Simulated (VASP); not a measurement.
# W in VASP: a series of runs, part 2 of 3

VASP 6.6.1. The steps go on from the part before.

### 4 Electric field gradients, LDA (volume scaled by 0.94)

INCAR reads:

```
PREC = Accurate
ENCUT = 520
EDIFF = 1E-8
ISMEAR = -1
SIGMA = 0.05
LREAL = F
LASPH = T
NELM = 60
ALGO = Normal
ISIF = 2
LWAVE = F
LCHARG = F
LEFG = T
NBANDS = 13
```

KPOINTS reads:

```
regular mesh
0
Gamma
  14 14 14
```

POSCAR reads:

```
W
1.0
    0.0000000000      1.9885598007      1.9885598007
    1.9885598007      0.0000000000      1.9885598007
    1.9885598007      1.9885598007      0.0000000000
W
1
Direct
    0.0000000000      0.0000000000      0.0000000000
```

Potentials or basis: VASP PAW LDA potentials, release 64 (W_sv).

Launch:

```
$ cat potpaw_LDA.64/W_sv/POTCAR > POTCAR
$ mpirun -np 1 vasp_std > vasp.out
```

OUTCAR:

```text
PREC = Accurate
   ENCUT = 520
   EDIFF = 1E-8
   ISMEAR = -1
   LREAL = F
   LASPH = T
   NELM = 60
   ISIF = 2

 ion  position               nearest neighbor table
   1  0.000  0.000  0.000-

  LATTYP: Found a face centered cubic cell.
 ALAT       =     3.9771196014

  Lattice vectors:

 A1 = (   0.0000000000,   1.9885598007,   1.9885598007)
 A2 = (   1.9885598007,   0.0000000000,   1.9885598007)
 A3 = (   1.9885598007,   1.9885598007,   0.0000000000)

Analysis of symmetry for initial positions (statically):
=====================================================================
 Subroutine PRICEL returns:
 Original cell was already a primitive cell.

 Routine SETGRP: Setting up the symmetry group for a
 face centered cubic supercell.

 Subroutine GETGRP returns: Found 48 space group operations
 (whereof 48 operations were pure point group operations)
 out of a pool of 48 trial point group operations.

The static configuration has the point symmetry O_h .

Analysis of symmetry for dynamics (positions and initial velocities):
=====================================================================
 Subroutine PRICEL returns:
 Original cell was already a primitive cell.

 Routine SETGRP: Setting up the symmetry group for a
 face centered cubic supercell.

 Subroutine GETGRP returns: Found 48 space group operations
 (whereof 48 operations were pure point group operations)
 out of a pool of 48 trial point group operations.

The dynamic configuration has the point symmetry O_h .

 Subroutine INISYM returns: Found 48 space group operations
 (whereof 48 operations are pure point group operations),
[... 161 lines left out ...]
     11      23.8782      0.00000
     12      29.2422      0.00000
     13      29.2422      0.00000
[... 354 lines left out ...]
  band No.  band energies     occupation
      1     -62.1192      2.00000
      2     -26.7026      2.00000
      3     -26.1996      2.00000
      4     -26.1860      2.00000
      5       4.6703      2.00000
      6       8.5161      2.00000
      7      10.5042      1.99947
      8      11.5445      0.00001
      9      13.0083      0.00000
     10      14.7219      0.00000
     11      25.9236      0.00000
     12      29.0686      0.00000
     13      31.4221      0.00000

 [... further k-points ...]

------------------------ aborting loop because EDIFF is reached ----------------------------------------

  FORCE on cell =-STRESS in cart. coord.  units (eV):
  Direction    XX          YY          ZZ          XY          YZ          ZX
  --------------------------------------------------------------------------------------
  -------------------------------------------------------------------------------------
  Total        0.0981666      0.0981666      0.0981666     -0.0000000     -0.0000000      0.0000000
  in kB       10.0006523     10.0006523     10.0006523     -0.0000000     -0.0000000      0.0000000
  external PRESSURE =      10.0006523 kB  Pullay stress =       0.0000000 kB

 VOLUME and BASIS-vectors are now :
 -----------------------------------------------------------------------------
  energy-cutoff  :      520.00
  volume of cell :       15.73
      direct lattice vectors                 reciprocal lattice vectors
     0.000000000  1.988559801  1.988559801    -0.251438252  0.251438252  0.251438252
     1.988559801  0.000000000  1.988559801     0.251438252 -0.251438252  0.251438252
     1.988559801  1.988559801  0.000000000     0.251438252  0.251438252 -0.251438252

 POSITION                                       TOTAL-FORCE (eV/Angst)
 -----------------------------------------------------------------------------------
      0.00000      0.00000      0.00000        -0.000000      0.000000      0.000000
 -----------------------------------------------------------------------------------
    total drift:                               -0.000000      0.000000      0.000000

  FREE ENERGIE OF THE ION-ELECTRON SYSTEM (eV)
  ---------------------------------------------------
  free  energy   TOTEN  =       -13.6163902131 eV

  energy  without entropy=      -13.6064097371  energy(sigma->0) =      -13.61139998

 Electric field gradients (V/A^2)
---------------------------------------------------------------------
 ion       V_xx      V_yy      V_zz      V_xy      V_xz      V_yz
---------------------------------------------------------------------
   1      -0.000     0.000    -0.000     0.000     0.000     0.000
---------------------------------------------------------------------

 Electric field gradients after diagonalization (V/A^2)
 (convention: |V_zz| > |V_xx| > |V_yy|)
----------------------------------------------------------------------
 ion       V_xx      V_yy      V_zz     asymmetry (V_yy - V_xx)/ V_zz
----------------------------------------------------------------------
   1      -0.000    -0.000     0.000       0.000
----------------------------------------------------------------------

           NMR quadrupolar parameters

 Cq : quadrupolar parameter    Cq=e*Q*V_zz/h
 eta: asymmetry parameters     (V_yy - V_xx)/ V_zz
 Q  : nuclear electric quadrupole moment in mb (millibarn)
----------------------------------------------------------------------
 ion       Cq(MHz)       eta       Q (mb)
----------------------------------------------------------------------
   1       0.000       0.000       1.000
----------------------------------------------------------------------
```

OSZICAR:

```text
N       E                     dE             d eps       ncg     rms          rms(c)
DAV:   1     0.828495118918E+02    0.82850E+02   -0.74173E+03  2720   0.122E+03
DAV:   2    -0.126382317360E+02   -0.95488E+02   -0.92061E+02  3024   0.315E+02
DAV:   3    -0.142470075950E+02   -0.16088E+01   -0.15998E+01  2944   0.396E+01
DAV:   4    -0.142534818481E+02   -0.64743E-02   -0.64738E-02  3099   0.279E+00
DAV:   5    -0.142535358565E+02   -0.54008E-04   -0.54009E-04  2989   0.240E-01    0.207E+01
DAV:   6    -0.137492093888E+02    0.50433E+00   -0.40394E-01  2904   0.816E+00    0.826E+00
DAV:   7    -0.136217099165E+02    0.12750E+00   -0.18682E-01  3019   0.517E+00    0.420E-01
DAV:   8    -0.136163887073E+02    0.53212E-02   -0.41212E-03  2764   0.868E-01    0.726E-02
DAV:   9    -0.136163855569E+02    0.31504E-05   -0.54001E-05  3230   0.837E-02    0.441E-02
DAV:  10    -0.136163902345E+02   -0.46775E-05   -0.37697E-06  2924   0.256E-02    0.857E-03
DAV:  11    -0.136163902152E+02    0.19283E-07   -0.80880E-08  2944   0.302E-03    0.309E-04
DAV:  12    -0.136163902131E+02    0.20893E-08   -0.27237E-09  1812   0.574E-04
   1 F= -.13616390E+02 E0= -.13611400E+02  d E =-.998048E-02
```

Run time: 13 s. Hardware: 1 thread of Intel Xeon 6975P-C, shared host; peak memory 0.14 GiB.

Results:

```
Free energy            : -13.6164 eV
Pressure               : 1.0 GPa
Band gap on the k mesh : zero (band 7 reaches 14.40 eV, above the bottom of band 8 at 10.31 eV)
```

Caveat: without QUAD_EFG the Cq values of the log hold for a quadrupole moment of 1 mb, not for the nuclei; spin-orbit coupling is left out, which moves the levels of the heavy elements.

### 5 Electric field gradients, LDA (volume scaled by 0.98)

INCAR reads:

```
SYSTEM = W
PREC = Accurate ; ENCUT = 520
EDIFF = 1E-8 ; ISMEAR = -1
SIGMA = 0.05 ; LREAL = .False.
LASPH = .True. ; NELM = 80
ALGO = Normal ; ISIF = 2
LWAVE = .False. ; LCHARG = .False.
LEFG = .True. ; NBANDS = 13
```

KPOINTS reads:

```
Automatic mesh
0
Gamma
  14 14 14
  0 0 0
```

POSCAR reads:

```
W
1.0
    0.0000000000      2.0163754284      2.0163754284
    2.0163754284      0.0000000000      2.0163754284
    2.0163754284      2.0163754284      0.0000000000
W
1
Direct
    0.0000000000      0.0000000000      0.0000000000
```

Potentials or basis: VASP PAW LDA potentials, release 64 (W_sv).

Launch:

```
$ cat potpaw_LDA.64/W_sv/POTCAR > POTCAR
$ mpirun -np 1 vasp_std > vasp.out
```

OUTCAR:

```text
SYSTEM = W
   PREC = Accurate
   ENCUT = 520
   EDIFF = 1E-8
   ISMEAR = -1
   LREAL = .False.
   LASPH = .True.
   NELM = 80
   ISIF = 2

 ion  position               nearest neighbor table
   1  0.000  0.000  0.000-

  LATTYP: Found a face centered cubic cell.
 ALAT       =     4.0327508568

  Lattice vectors:

 A1 = (   0.0000000000,   2.0163754284,   2.0163754284)
 A2 = (   2.0163754284,   0.0000000000,   2.0163754284)
 A3 = (   2.0163754284,   2.0163754284,   0.0000000000)

Analysis of symmetry for initial positions (statically):
=====================================================================
 Subroutine PRICEL returns:
 Original cell was already a primitive cell.

 Routine SETGRP: Setting up the symmetry group for a
 face centered cubic supercell.

 Subroutine GETGRP returns: Found 48 space group operations
 (whereof 48 operations were pure point group operations)
 out of a pool of 48 trial point group operations.

The static configuration has the point symmetry O_h .

Analysis of symmetry for dynamics (positions and initial velocities):
=====================================================================
 Subroutine PRICEL returns:
 Original cell was already a primitive cell.

 Routine SETGRP: Setting up the symmetry group for a
 face centered cubic supercell.

 Subroutine GETGRP returns: Found 48 space group operations
 (whereof 48 operations were pure point group operations)
 out of a pool of 48 trial point group operations.

The dynamic configuration has the point symmetry O_h .

[... 161 lines left out ...]
      9      12.8708      0.00000
     10      12.8708      0.00000
     11      23.2437      0.00000
     12      28.3980      0.00000
     13      28.3980      0.00000
[... 354 lines left out ...]
  band No.  band energies     occupation
      1     -62.7959      2.00000
      2     -27.3332      2.00000
      3     -26.8982      2.00000
      4     -26.8862      2.00000
      5       4.1904      2.00000
      6       8.0703      2.00000
      7       9.9701      1.99861
      8      10.9422      0.00001
      9      12.3208      0.00000
     10      13.9344      0.00000
     11      25.0590      0.00000
     12      28.0366      0.00000
     13      30.2456      0.00000

 [... further k-points ...]

------------------------ aborting loop because EDIFF is reached ----------------------------------------

  FORCE on cell =-STRESS in cart. coord.  units (eV):
  Direction    XX          YY          ZZ          XY          YZ          ZX
  --------------------------------------------------------------------------------------
  -------------------------------------------------------------------------------------
  Total       -1.1432947     -1.1432947     -1.1432947     -0.0000000     -0.0000000      0.0000000
  in kB     -111.7183693   -111.7183693   -111.7183693     -0.0000000     -0.0000000      0.0000000
  external PRESSURE =    -111.7183693 kB  Pullay stress =       0.0000000 kB

 VOLUME and BASIS-vectors are now :
 -----------------------------------------------------------------------------
  energy-cutoff  :      520.00
  volume of cell :       16.40
      direct lattice vectors                 reciprocal lattice vectors
     0.000000000  2.016375428  2.016375428    -0.247969695  0.247969695  0.247969695
     2.016375428  0.000000000  2.016375428     0.247969695 -0.247969695  0.247969695
     2.016375428  2.016375428  0.000000000     0.247969695  0.247969695 -0.247969695

 POSITION                                       TOTAL-FORCE (eV/Angst)
 -----------------------------------------------------------------------------------
      0.00000      0.00000      0.00000        -0.000000      0.000000      0.000000
 -----------------------------------------------------------------------------------
    total drift:                               -0.000000      0.000000     -0.000000

  FREE ENERGIE OF THE ION-ELECTRON SYSTEM (eV)
  ---------------------------------------------------
  free  energy   TOTEN  =       -13.5946525675 eV

  energy  without entropy=      -13.5844148788  energy(sigma->0) =      -13.58953372

 Electric field gradients (V/A^2)
---------------------------------------------------------------------
 ion       V_xx      V_yy      V_zz      V_xy      V_xz      V_yz
---------------------------------------------------------------------
   1       0.000     0.000    -0.000    -0.000    -0.000    -0.000
---------------------------------------------------------------------

 Electric field gradients after diagonalization (V/A^2)
 (convention: |V_zz| > |V_xx| > |V_yy|)
----------------------------------------------------------------------
 ion       V_xx      V_yy      V_zz     asymmetry (V_yy - V_xx)/ V_zz
----------------------------------------------------------------------
   1       0.000     0.000    -0.000       0.000
----------------------------------------------------------------------

           NMR quadrupolar parameters

 Cq : quadrupolar parameter    Cq=e*Q*V_zz/h
 eta: asymmetry parameters     (V_yy - V_xx)/ V_zz
 Q  : nuclear electric quadrupole moment in mb (millibarn)
----------------------------------------------------------------------
 ion       Cq(MHz)       eta       Q (mb)
----------------------------------------------------------------------
   1      -0.000       0.000       1.000
----------------------------------------------------------------------
```

It took 16 s on 1 thread of Intel Xeon 6975P-C, shared host; peak memory 0.14 GiB.

Results:

- Free energy: -13.5947 eV
- Pressure: -11.2 GPa
- Band gap on the k mesh: zero (band 7 reaches 13.56 eV, above the bottom of band 8 at 9.78 eV)

Levels at points of the mesh, in eV from the Fermi level:
```csv
k point,band 5,band 6,band 7,band 8,band 9,band 10
"(0.00, 0.00, 0.00)",-8.87,-0.55,-0.55,-0.55,2.54,2.54
"(0.50, 0.00, 0.00)",-5.55,-0.79,-0.79,0.82,5.04,5.04
"(0.50, 0.50, 0.00)",-5.45,-4.49,3.23,4.98,5.79,5.79
```

Caveat: without QUAD_EFG the Cq values of the log hold for a quadrupole moment of 1 mb, not for the nuclei; spin-orbit coupling is left out, which moves the levels of the heavy elements.

[end of part 2 of 3]
